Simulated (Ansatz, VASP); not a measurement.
**One calculation of Ir, two programs**

The input INCAR:

```
PREC = Accurate
ENCUT = 560
EDIFF = 1E-6
ISMEAR = 0
SIGMA = 0.15
LREAL = F
LASPH = T
NELM = 120
ALGO = Normal
ISIF = 2
LWAVE = F
LCHARG = F
GGA = CA
NBANDS = 14
GGA_COMPAT = F
```

Contents of KPOINTS:

```
regular mesh
0
Gamma
  8 8 8
```

Contents of POSCAR:

```
Ir
1.0
    0.0000000000      1.9197000000      1.9197000000
    1.9197000000      0.0000000000      1.9197000000
    1.9197000000      1.9197000000      0.0000000000
Ir
1
Direct
    0.0000000000      0.0000000000      0.0000000000
```

Input for Ansatz:

```yaml
crystal:
  lattice:
    - [0.0, 1.9197, 1.9197]
    - [1.9197, 0.0, 1.9197]
    - [1.9197, 1.9197, 0.0]
  atoms:
    - { symbol: Ir, position: [0.0, 0.0, 0.0] }
basis:
  ecutwfc: 420
kpoints:
  mp_grid: { grid: [8, 8, 8] }
hamiltonian:
  xc: lda
scf:
  occupations: { method: gaussian, width: 0.15 }
output:
  forces: true
  stress: true
  eigenvalues: true
```

Alike in both runs: task single point; functional LDA; k mesh 8 × 8 × 8; occupations gaussian, width 0.15 eV; no spin polarisation.

|  | VASP | Ansatz |
| --- | --- | --- |
| version | VASP 6.6.1 | Ansatz 0.2.0 |
| potentials or method | VASP PAW LDA potentials, release 64 (Ir_sv_GW), cutoff 560 eV | scalar-relativistic, plane waves, PAW |
| valence electrons in the cell | 17 | 17 |

Ansatz gave:

| Property | Result |
| --- | --- |
| gap on the k mesh at the Fermi level (eV) | none |
| pressure (GPa) | -7.0 |

Problem. What did VASP give for the same quantities?

Solution. gap on the k mesh at the Fermi level (eV): none; pressure (GPa): -7.4.

LDA's correlation is that of Perdew and Zunger in VASP and of Perdew and Wang (1992) in Ansatz. A gap of «none» marks a metal or a gap that the smearing closes.

Spin-orbit coupling is off throughout.
